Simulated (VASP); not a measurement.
# AgCl (Imm2) in VASP: settings compared

Aim: see how the results for AgCl move with the level of theory and the settings. Levels: PBE, r2SCAN. Tasks: single point.

Everything below comes from runs of VASP 6.6.1. Logs are shortened: lines on timing, memory, paths and dates and some standing lists are left out, and cuts for length are marked.

### Step 1. The cell of the first run

The structure is orthorhombic, space group Imm2 (No. 44). Conventional cell: a = 4.162 Å, b = 4.304 Å, c = 5.986 Å, α = 90.00°, β = 90.00°, γ = 90.00°. Within 3.4 Å of Ag (site symmetry mm2) lie 4 Cl at 2.58 to 2.60 Å. Cl (site symmetry mm2) has 4 Ag at 2.58 to 2.60 Å within 3.4 Å.

### Step 2. Single point, PBE (shear xy strain -3.3%)

Input file INCAR:

```
SYSTEM = AgCl
PREC = Accurate
ENCUT = 520
EDIFF = 1E-6
ISMEAR = -1
SIGMA = 0.02
LREAL = .False.
LASPH = .True.
NELM = 60
ALGO = Normal
ISIF = 2
LWAVE = .False.
LCHARG = .False.
GGA = PE
NBANDS = 16
```

Input file KPOINTS:

```
Automatic mesh
0
Gamma
  8 8 8
  0 0 0
```

Input file POSCAR:

```
AgCl
1.0
   -0.0499872124      2.9932462515      2.9932462515
    2.9932462515     -0.0499872124      2.9932462515
    2.9432590391      2.9432590391      0.0000000000
Ag Cl
1 1
Direct
   -0.0056904581     -0.0056904581      0.0056904581
    0.2556904581      0.2556904581      0.2443095419
```

Potentials or basis: VASP PAW PBE potentials, release 64 (Ag, Cl).

Command:

```bash
$ cat potpaw_PBE.64/Ag/POTCAR potpaw_PBE.64/Cl/POTCAR > POTCAR
$ mpirun -np 1 vasp_std > vasp.out
```

OUTCAR:

```text
SYSTEM = AgCl
   PREC = Accurate
   ENCUT = 520
   EDIFF = 1E-6
   ISMEAR = -1
   LREAL = .False.
   LASPH = .True.
   NELM = 60
   ISIF = 2
   GGA = PE

 ion  position               nearest neighbor table
   1  0.994  0.994  0.006-   2 2.58   2 2.58   2 2.60   2 2.60
   2  0.256  0.256  0.244-   1 2.58   1 2.58   1 2.60   1 2.60

  LATTYP: Found a body centered orthorhombic cell.
 ALAT       =     4.1623968507
 B/A-ratio  =     1.0339672531
 C/A-ratio  =     1.4382320374

  Lattice vectors:

 A1 = (   0.0499872124,  -2.9932462515,  -2.9932462515)
 A2 = (  -0.0499872124,   2.9932462515,  -2.9932462515)
 A3 = (   2.9932462515,  -0.0499872124,   2.9932462515)

Analysis of symmetry for initial positions (statically):
=====================================================================
 Subroutine PRICEL returns:
 Original cell was already a primitive cell.

 Routine SETGRP: Setting up the symmetry group for a
 body centered orthorhombic supercell.

 Subroutine GETGRP returns: Found  4 space group operations
 (whereof  4 operations were pure point group operations)
 out of a pool of  8 trial point group operations.

The static configuration has the point symmetry C_2v.

Analysis of symmetry for dynamics (positions and initial velocities):
=====================================================================
 Subroutine PRICEL returns:
 Original cell was already a primitive cell.

 Routine SETGRP: Setting up the symmetry group for a
 body centered orthorhombic supercell.

 Subroutine GETGRP returns: Found  4 space group operations
 (whereof  4 operations were pure point group operations)
 out of a pool of  8 trial point group operations.

The dynamic configuration has the point symmetry C_2v.

 Subroutine INISYM returns: Found  4 space group operations
 (whereof  4 operations are pure point group operations),
 and found     1 'primitive' translations

----------------------------------------------------------------------------------------

                                     Primitive cell

  volume of cell :      53.6212

  direct lattice vectors                    reciprocal lattice vectors
    -0.049987212  2.993246252  2.993246252    -0.164298929  0.164298929  0.167042722
     2.993246252 -0.049987212  2.993246252     0.164298929 -0.164298929  0.167042722
     2.943259039  2.943259039  0.000000000     0.169879713  0.169879713 -0.167042722

  length of vectors
     4.233384576  4.233384576  4.162396851     0.286166992  0.286166992  0.292611525

  position of ions in fractional coordinates (direct lattice)
     0.994309542  0.994309542  0.005690458
     0.255690458  0.255690458  0.244309542

  ion indices of the primitive-cell ions
   primitive index   ion index
                 1           1
                 2           2

----------------------------------------------------------------------------------------

 KPOINTS: Automatic mesh

Automatic generation of k-mesh.
 Grid dimensions read from file:
 generate k-points for:    8    8    8

 Generating k-lattice:

  Cartesian coordinates                     Fractional coordinates (reciprocal lattice)
    -0.020537366  0.020537366  0.020880340     0.125000000  0.000000000  0.000000000
     0.020537366 -0.020537366  0.020880340     0.000000000  0.125000000  0.000000000
     0.021234964  0.021234964 -0.020880340     0.000000000  0.000000000  0.125000000

  Length of vectors
     0.035770874  0.035770874  0.036576441

  Shift w.r.t. Gamma in fractional coordinates (k-lattice)
     0.000000000  0.000000000  0.000000000

 Subroutine IBZKPT returns following result:
 ===========================================

 Found     95 irreducible k-points:

 Following reciprocal coordinates:
            Coordinates               Weight
  0.000000  0.000000  0.000000      1.000000
  0.125000  0.000000  0.000000      4.000000
  0.250000  0.000000  0.000000      4.000000
  0.375000  0.000000  0.000000      4.000000
  0.500000  0.000000  0.000000      2.000000
  0.125000  0.125000  0.000000      2.000000
[... 16 lines left out ...]
  0.125000  0.000000  0.125000      4.000000
  0.250000  0.000000  0.125000      8.000000
 [... further k-points ...]
   k-points           NKPTS =     95   k-points in BZ     NKDIM =     95   number of bands    NBANDS=     16
   number of dos      NEDOS =    301   number of ions     NIONS =      2
   total plane-waves  NPLWV =  32768
   dimension x,y,z NGX =    32 NGY =   32 NGZ =   32
   dimension x,y,z NGXF=    64 NGYF=   64 NGZF=   64
   ions per type =               1   1
   NGX,Y,Z   is equivalent  to a cutoff of  12.57, 12.57, 12.78 a.u.
   NGXF,Y,Z  is equivalent  to a cutoff of  25.13, 25.13, 25.56 a.u.
 SYSTEM =  AgCl
   PREC   = accura    normal or accurate (medium, high low for compatibility)
   ISTART =      0    job   : 0-new  1-cont  2-samecut
   ICHARG =      2    charge: 1-file 2-atom 10-const
   ISPIN  =      1    spin polarized calculation?
   LNONCOLLINEAR =      F non collinear calculations
   LSORBIT =      F    spin-orbit coupling
   LASPH  =      T    aspherical Exc in radial PAW
   ENCUT  =  520.0 eV  38.22 Ry    6.18 a.u.   7.87  7.87  7.74*2*pi/ulx,y,z
   NELM   =     60;   NELMIN=  2; NELMDL= -5     # of ELM steps
   EDIFF  = 0.1E-05   stopping-criterion for ELM
   LREAL  =      F    real-space projection
   EDIFFG = 0.1E-04   stopping-criterion for IOM
   NSW    =      0    number of steps for IOM
   IBRION =     -1    ionic relax: 0-MD 1-quasi-New 2-CG
   NFREE  =      0    steps in history (QN), initial steepest desc. (CG)
   ISIF   =      2    stress and relaxation
   ISYM   =      2    0-nonsym 1-usesym 2-fastsym
   POTIM  = 0.5000    time-step for ionic-motion
   TEBEG  =    0.0;   TEEND  =   0.0 temperature during run
   PSTRESS=    0.0 pullay stress
   NELECT =      18.0000    total number of electrons
   NUPDOWN=      -1.0000    fix difference up-down
   EMIN   =  10.00;   EMAX   =-10.00  energy-range for DOS
   EFERMI =   0.00;   METHOD = LEGACY
   ISMEAR =    -1;   SIGMA  =   0.02  broadening in eV -4-tet -1-fermi 0-gaus
   EFERMI_NEDOS =   21; number of points for ismear=-14 and -15
   IALGO  =     38    algorithm
   IMIX   =      4    mixing-type and parameters
     AMIX     =   0.40;   BMIX     =  1.00
     AMIX_MAG =   1.60;   BMIX_MAG =  1.00
  volume/ion in A,a.u.               =      26.81       180.93
  Fermi-wavevector in a.u.,A,eV,Ry     =   1.137768  2.150069 17.612950  1.294515
  Thomas-Fermi vector in A             =   2.274473
   LORBIT       =      0    0 simple, 1 ext, 2 COOP (PROOUT), +10 PAW based schemes
   GGA     = PE    functional components
   LHFCALC =     F    Hartree Fock is set to
   AEXX    =    0.0000 exact exchange contribution
   IVDW    =     0    specifies the selected vdW correction
   LEPSILON=     F    determine dielectric tensor
   LRPA    =     F    only Hartree local field effects (RPA)
 non-spin polarized calculation
  energy-cutoff  :      520.00
  volume of cell :       53.62
 maximum number of plane-waves:      1456
   NGX = 15   NGY = 15   NGZ = 15

 number of electron      18.0000001 magnetization

 Free energy of the ion-electron system (eV)
  ---------------------------------------------------
  ext. energy  EPLUGINS =         0.00000000
  ---------------------------------------------------
  free energy    TOTEN  =        -5.44594637 eV

  energy without entropy =       -5.44594637  energy(sigma->0) =       -5.44594637

 E-fermi :   2.2388     XC(G=0):  -8.5460

 val. band max:        1.7876266005   @ k =   0.0000   0.0000   0.0000
 cond. band min:       3.0088283333   @ k =   0.0000   0.0000   0.0000
 fundamental gap:      1.2212017328
 Fermi energy:         2.2387618807

 k-point     1 :       0.0000    0.0000    0.0000
  band No.  band energies     occupation
      1     -13.0991      2.00000
      2      -2.4045      2.00000
      3      -2.3318      2.00000
      4      -2.2496      2.00000
      5      -0.3689      2.00000
      6      -0.3674      2.00000
[... 8 lines left out ...]
     15      14.4074      0.00000
     16      14.6093      0.00000

 k-point     2 :       0.1250    0.0000    0.0000
  band No.  band energies     occupation
      1     -13.0738      2.00000
      2      -2.4309      2.00000
      3      -2.3079      2.00000
      4      -2.2218      2.00000
      5      -0.3754      2.00000
      6      -0.3703      2.00000
[... 8 lines left out ...]
     15      13.9349      0.00000
     16      14.9924      0.00000

 k-point     3 :       0.2500    0.0000    0.0000
  band No.  band energies     occupation
      1     -13.0119      2.00000
      2      -2.4823      2.00000
      3      -2.2256      2.00000
      4      -2.1570      2.00000
      5      -0.3769      2.00000
      6      -0.3612      2.00000
[... 8 lines left out ...]
     15      13.7461      0.00000
     16      14.2747      0.00000

 k-point     4 :       0.3750    0.0000    0.0000
  band No.  band energies     occupation
      1     -12.9492      2.00000
      2      -2.4768      2.00000
      3      -2.1404      2.00000
      4      -2.0971      2.00000
      5      -0.3494      2.00000
      6      -0.3210      2.00000
[... 8 lines left out ...]
     15      14.1196      0.00000
     16      14.4550      0.00000

 k-point     5 :       0.5000    0.0000    0.0000
  band No.  band energies     occupation
      1     -12.9229      2.00000
      2      -2.4503      2.00000
      3      -2.1063      2.00000
      4      -2.0741      2.00000
      5      -0.3256      2.00000
      6      -0.2915      2.00000
[... 8 lines left out ...]
     15      14.8887      0.00000
     16      15.3755      0.00000

 k-point     6 :       0.1250    0.1250    0.0000
  band No.  band energies     occupation
      1     -13.0646      2.00000
      2      -2.4124      2.00000
      3      -2.3504      2.00000
      4      -2.1952      2.00000
      5      -0.4053      2.00000
      6      -0.3456      2.00000
[... 8 lines left out ...]
     15      14.4412      0.00000
     16      15.7760      0.00000

 k-point     7 :       0.2500    0.1250    0.0000
  band No.  band energies     occupation
      1     -13.0144      2.00000
      2      -2.4839      2.00000
      3      -2.2712      2.00000
      4      -2.1255      2.00000
      5      -0.4281      2.00000
      6      -0.3240      2.00000
[... 8 lines left out ...]
     15      14.3412      0.00000
     16      15.4963      0.00000

 k-point     8 :       0.3750    0.1250    0.0000
  band No.  band energies     occupation
      1     -12.9520      2.00000
      2      -2.4797      2.00000
      3      -2.1903      2.00000
      4      -2.0572      2.00000
      5      -0.4028      2.00000
      6      -0.2938      2.00000
[... 8 lines left out ...]
     15      14.7698      0.00000
     16      14.9643      0.00000

 k-point     9 :       0.5000    0.1250    0.0000
  band No.  band energies     occupation
      1     -12.9141      2.00000
      2      -2.4069      2.00000
      3      -2.1455      2.00000
      4      -2.0310      2.00000
      5      -0.3528      2.00000
      6      -0.2879      2.00000
[... 8 lines left out ...]
     15      14.8876      0.00000
     16      15.3664      0.00000
[... 172 lines left out ...]
 k-point    19 :       0.5000    0.3750    0.0000
  band No.  band energies     occupation
      1     -12.8707      2.00000
      2      -2.6067      2.00000
      3      -1.9525      2.00000
      4      -1.7873      2.00000
      5      -0.3441      2.00000
      6      -0.2417      2.00000
[... 8 lines left out ...]
     15      15.0864      0.00000
     16      15.8388      0.00000

 k-point    20 :      -0.3750    0.3750    0.0000
  band No.  band energies     occupation
      1     -12.8683      2.00000
      2      -2.4432      2.00000
      3      -2.0134      2.00000
      4      -1.8422      2.00000
      5      -0.4011      2.00000
      6      -0.2934      2.00000
[... 8 lines left out ...]
     15      14.9215      0.00000
     16      16.2182      0.00000

 k-point    21 :       0.5000    0.5000    0.0000
  band No.  band energies     occupation
      1     -12.8615      2.00000
      2      -2.6746      2.00000
      3      -1.8981      2.00000
      4      -1.7265      2.00000
      5      -0.3225      2.00000
      6      -0.2165      2.00000
[... 8 lines left out ...]
     15      14.6916      0.00000
     16      15.7309      0.00000

 k-point    22 :      -0.0000   -0.0000    0.1250
  band No.  band energies     occupation
      1     -13.0723      2.00000
      2      -2.3726      2.00000
      3      -2.3464      2.00000
      4      -2.2585      2.00000
      5      -0.3734      2.00000
      6      -0.3706      2.00000
[... 8 lines left out ...]
     15      13.8349      0.00000
     16      14.8820      0.00000

 k-point    23 :       0.1250    0.0000    0.1250
  band No.  band energies     occupation
      1     -13.0643      2.00000
      2      -2.4396      2.00000
      3      -2.2761      2.00000
      4      -2.2440      2.00000
      5      -0.4040      2.00000
      6      -0.3464      2.00000
[... 8 lines left out ...]
     15      14.4122      0.00000
     16      15.7426      0.00000

 k-point    24 :       0.2500    0.0000    0.1250
  band No.  band energies     occupation
      1     -13.0150      2.00000
      2      -2.5006      2.00000
      3      -2.1971      2.00000
      4      -2.1702      2.00000
      5      -0.4246      2.00000
      6      -0.3298      2.00000
[... 8 lines left out ...]
     15      14.2867      0.00000
     16      15.6377      0.00000

 [... further k-points ...]

------------------------ aborting loop because EDIFF is reached ----------------------------------------

  FORCE on cell =-STRESS in cart. coord.  units (eV):
  Direction    XX          YY          ZZ          XY          YZ          ZX
  --------------------------------------------------------------------------------------
  -------------------------------------------------------------------------------------
  Total        0.3494103      0.3494103      0.3522391      0.0414898      0.0000000      0.0000000
  in kB       10.4402306     10.4402306     10.5247544      1.2396960      0.0000000      0.0000000
  external PRESSURE =      10.4684052 kB  Pullay stress =       0.0000000 kB

 VOLUME and BASIS-vectors are now :
 -----------------------------------------------------------------------------
  energy-cutoff  :      520.00
  volume of cell :       53.62
      direct lattice vectors                 reciprocal lattice vectors
    -0.049987212  2.993246252  2.993246252    -0.164298929  0.164298929  0.167042722
     2.993246252 -0.049987212  2.993246252     0.164298929 -0.164298929  0.167042722
     2.943259039  2.943259039  0.000000000     0.169879713  0.169879713 -0.167042722

 POSITION                                       TOTAL-FORCE (eV/Angst)
 -----------------------------------------------------------------------------------
      2.94326      2.94326      5.95243         0.000000      0.000000     -0.000205
      1.47163      1.47163      1.53069        -0.000000     -0.000000      0.000205
 -----------------------------------------------------------------------------------
    total drift:                               -0.000000     -0.000000      0.000083

  FREE ENERGIE OF THE ION-ELECTRON SYSTEM (eV)
  ---------------------------------------------------
  free  energy   TOTEN  =        -5.4459463719 eV

  energy  without entropy=       -5.4459463719  energy(sigma->0) =       -5.44594637
```

Run time: 93 s. Hardware: 1 thread of Intel Xeon 8259CL, shared host; peak memory 0.23 GiB.

Results:

```yaml
Free_energy: -5.4459 eV
Pressure: 1.0 GPa
Band_gap_on_the_k_mesh: 1.22 eV
```

Levels at points of the mesh, in eV from the valence-band top:
```
           k point  band 5  band 6  band 7  band 8  band 9  band 10  band 11  band 12  band 13  band 14
(0.00, 0.00, 0.00)   -2.16   -2.16   -0.07   -0.03    0.00     1.22     7.87     8.07     8.29    12.57
(0.50, 0.00, 0.00)   -2.11   -2.08   -2.02   -0.68   -0.59     3.78     6.59     8.49     8.56    11.98
(0.50, 0.50, 0.00)   -2.11   -2.00   -1.75   -1.38   -1.38     4.69     5.49     8.68    10.55    10.75
(0.00, 0.00, 0.50)   -2.10   -2.06   -1.97   -0.61   -0.53     3.67     6.73     8.28     8.36    11.85
(0.50, 0.00, 0.50)   -2.11   -2.00   -1.75   -1.37   -1.37     4.77     5.41     8.65    10.64    10.68
```

Caveat: the cell differs from its parent crystal (shear xy strain -3.3%); the structure was generated, so it needn't be the stable form of AgCl.

### Step 3. Single point, r2SCAN (shear xy strain -3.3%)

POSCAR is that of step 2.

Input file INCAR.step1:

```
SYSTEM = AgCl
ALGO = Normal
EDIFF = 1E-4
ENCUT = 520
GGA = PE
ISMEAR = 0
LASPH = .TRUE.
LCHARG = .FALSE.
LREAL = .FALSE.
LWAVE = .TRUE.
NBANDS = 16
NELM = 80
PREC = Accurate
SIGMA = 0.01
```

Input file INCAR.step2:

```
SYSTEM = AgCl
ALGO = Normal
EDIFF = 1E-6
ENCUT = 520
ISIF = 2
ISMEAR = 0
ISTART = 1
LASPH = .TRUE.
LCHARG = .FALSE.
LMIXTAU = .TRUE.
LREAL = .FALSE.
LWAVE = .FALSE.
METAGGA = R2SCAN
NBANDS = 16
NELM = 80
PREC = Accurate
SIGMA = 0.01
```

Input file KPOINTS:

```
k-points
0
G
  8 8 8
  0 0 0
```

Potentials or basis: VASP PAW PBE potentials, release 64 (Ag, Cl).

Command:

```bash
$ cat potpaw_PBE.64/Ag/POTCAR potpaw_PBE.64/Cl/POTCAR > POTCAR
$ cp INCAR.step1 INCAR
$ mpirun -np 1 vasp_std > vasp.out
$ cp INCAR.step2 INCAR
$ mpirun -np 1 vasp_std > vasp.out
```

It took 4.7 min on 1 thread of Intel Xeon 8259CL, shared host; peak memory 0.24 GiB.

It converged, with:

| Quantity | Value |
| --- | --- |
| Free energy | -28.5436 eV |
| Pressure | -0.1 GPa |
| Band gap on the k mesh | 1.57 eV |

Forces in eV/Å, atoms in the order of the input:
```
Ag   0.000  0.000 -0.002
Cl   0.000  0.000  0.002
```

Stress tensor (GPa, compression positive):
```
-0.09  0.08  0.00
 0.08 -0.09  0.00
 0.00  0.00 -0.09
```

Levels at points of the mesh, in eV from the valence-band top:
```tsv
k point	band 5	band 6	band 7	band 8	band 9	band 10	band 11	band 12	band 13	band 14
(0.00, 0.00, 0.00)	-2.16	-2.16	-0.07	-0.03	0.00	1.57	8.44	8.65	8.88	13.13
(0.50, 0.00, 0.00)	-2.11	-2.08	-2.02	-0.69	-0.61	4.23	6.88	9.01	9.07	12.26
(0.50, 0.50, 0.00)	-2.12	-2.01	-1.73	-1.40	-1.39	4.98	6.00	8.92	11.19	11.42
(0.00, 0.00, 0.50)	-2.10	-2.07	-1.98	-0.62	-0.54	4.13	7.03	8.79	8.86	12.13
(0.50, 0.00, 0.50)	-2.11	-2.00	-1.73	-1.39	-1.39	5.05	5.93	8.90	11.29	11.33
```

Caveat: the cell differs from its parent crystal (shear xy strain -3.3%); the structure was generated, so it needn't be the stable form of AgCl; the PAW data sets were made with another functional, which shifts forces and pressure a little.
